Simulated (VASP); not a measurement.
Runs of VASP 6.6.1 on Fe. The structure is that of space group Pm-3m (No. 221), or close to it. The cells are those of the table. 

```csv
cell,gap on the mesh (eV),pressure (GPa)
"a = 2.143 Å, 1 atom",none,(a)
"a = 2.323 Å, 1 atom",none,-20.7
"a = 2.295 Å, 1 atom",none,-15.5
"a = 2.237 Å, 1 atom",none,(b)
"a = 2.266 Å, 1 atom",none,-8.9
```

Alike in all rows: task single point; level PBEsol; potentials or basis VASP PAW PBE potentials, release 64 (Fe); no spin polarisation; k mesh 16 × 16 × 16; cutoff (eV) 520; smearing fermi-dirac 0.1 eV.

Q: Estimate the missing entries.

A: (a) 38.1; (b) -0.7.

Caveats: the PAW data sets were made with another functional, which shifts forces and pressure a little; the run has no spin polarisation, though such a crystal can be magnetic.

A gap of «none» marks levels without a gap at the run's occupations.
